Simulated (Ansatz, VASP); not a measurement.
One calculation of Pt, two programs

File INCAR:

```
SYSTEM = Pt
  ALGO = Normal
  EDIFF = 1E-6
  ENCUT = 520
  GGA = PE
  ISIF = 2
  ISMEAR = 0
  LASPH = .True.
  LCHARG = .False.
  LREAL = .False.
  LWAVE = .False.
  NBANDS = 11
  NELM = 80
  PREC = Accurate
  SIGMA = 0.15
```

KPOINTS

```
k-points
0
Gamma
  20 20 20
  0 0 0
```

Contents of POSCAR:

```
Pt
1.0
    0.0000000000      1.9651150644      1.9651150644
    1.9651150644      0.0000000000      1.9651150644
    1.9651150644      1.9651150644      0.0000000000
Pt
1
Direct
    0.0000000000      0.0000000000      0.0000000000
```

Input for Ansatz:

```yaml
crystal:
  lattice:
    - [0.0, 1.9651150644, 1.9651150644]
    - [1.9651150644, 0.0, 1.9651150644]
    - [1.9651150644, 1.9651150644, 0.0]
  atoms:
    - { symbol: Pt, position: [0.0, 0.0, 0.0] }
basis:
  ecutwfc: 420
kpoints:
  mp_grid: { grid: [20, 20, 20] }
hamiltonian:
  xc: pbe
  pseudopotentials: { kind: paw, azcp: { folder: soft_1 } }
scf:
  occupations: { method: gaussian, width: 0.15 }
output:
  forces: true
  stress: true
  eigenvalues: true
  write_density: true
  write_potential: true
  elf: true
  volumetric_format: npy
```

Change from the starting cell: equal engineering shear yz, xz and xy +0.0000, equal normal strain along x, y and z -0.0100.

Alike in both runs: task single point; functional PBE; k mesh 20 × 20 × 20; occupations gaussian, width 0.15 eV; no spin polarisation.

|  | VASP | Ansatz |
| --- | --- | --- |
| version | VASP 6.6.1 | Ansatz 0.2.0 |
| potentials or method | VASP PAW PBE potentials, release 64 (Pt), cutoff 520 eV | scalar-relativistic, plane waves, PAW |
| valence electrons in the cell | 10 | 18 |

|  | VASP | Ansatz | Ansatz less VASP |
| --- | --- | --- | --- |
| gap on the k mesh at the Fermi level (eV) | none | none | - |
| pressure (GPa) | 7.7 | 8.2 | +0.50 |

A gap of «none» marks a metal or a gap that the smearing closes. VASP's potentials hold 10 valence electrons a cell and Ansatz's 18, so a difference there can come from the potentials and not from the codes.

Neither program's run includes spin-orbit coupling.
